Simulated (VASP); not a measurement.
Write the native input for VASP 6.6.1 that does the following.

* Task: single point
* Functional: r2SCAN
* Potentials or basis: VASP PAW PBE potentials, release 64 (Cu, I)
* Cutoff: 520 eV
* k mesh: 6 × 6 × 6
* Occupations: fermi-dirac, width 0.02 eV
* Spin: no spin polarisation
* Dipole correction: no
* Further INCAR settings: ALGO = Normal; EDIFF = 1e-06; NBANDS = 16

Crystal: CuI.

```
Cu I
1.0
     3.58665    0.00000    0.00000
     0.00000    3.58665    0.00000
     0.00000    0.00000    3.58665
Cu I
1 1
Cartesian
  0.0000 0.0000 0.0000
  1.7933 1.7933 1.7933
```

One way to write it, as run:

POSCAR

```
CuI
1.0
    3.5866464148      0.0000000000      0.0000000000
    0.0000000000      3.5866464148      0.0000000000
    0.0000000000      0.0000000000      3.5866464148
Cu I
1 1
Direct
    0.0000000000      0.0000000000      0.0000000000
    0.5000000000      0.5000000000      0.5000000000
```

INCAR.step1

```
PREC = Accurate
ENCUT = 520
ISMEAR = -1
SIGMA = 0.02
LREAL = False
LASPH = True
NELM = 80
NBANDS = 16
GGA = PE
ALGO = Normal
EDIFF = 1E-4
LWAVE = True
LCHARG = False
```

INCAR.step2

```
PREC = Accurate
ENCUT = 520
EDIFF = 1E-6
ISMEAR = -1
SIGMA = 0.02
LREAL = False
LASPH = True
NELM = 80
ALGO = Normal
ISIF = 2
LWAVE = False
LCHARG = False
METAGGA = R2SCAN
LMIXTAU = True
NBANDS = 16
ISTART = 1
```

KPOINTS

```
Automatic mesh
0
Gamma
  6 6 6
```

Potentials or basis: VASP PAW PBE potentials, release 64 (Cu, I).

The run is started by

```console
$ cat potpaw_PBE.64/Cu/POTCAR potpaw_PBE.64/I/POTCAR > POTCAR
$ cp INCAR.step1 INCAR
$ mpirun -np 1 vasp_std > vasp.out
$ cp INCAR.step2 INCAR
$ mpirun -np 1 vasp_std > vasp.out
```

It gave:

| Property | Result |
| --- | --- |
| Pressure | 2.3 GPa |
| Band gap on the k mesh | zero (bands 9 and 10 overlap by 0.28 eV) |

Caveat: the PAW data sets were made with another functional, which shifts forces and pressure a little; spin-orbit coupling is left out, which moves the levels of the heavy elements.

Run time: 50 s on 1 thread of Intel(R) Xeon(R) Platinum 8259CL CPU @ 2.50GHz (Skylake/Cascade Lake) (shared host), peak memory 0.17 GiB.
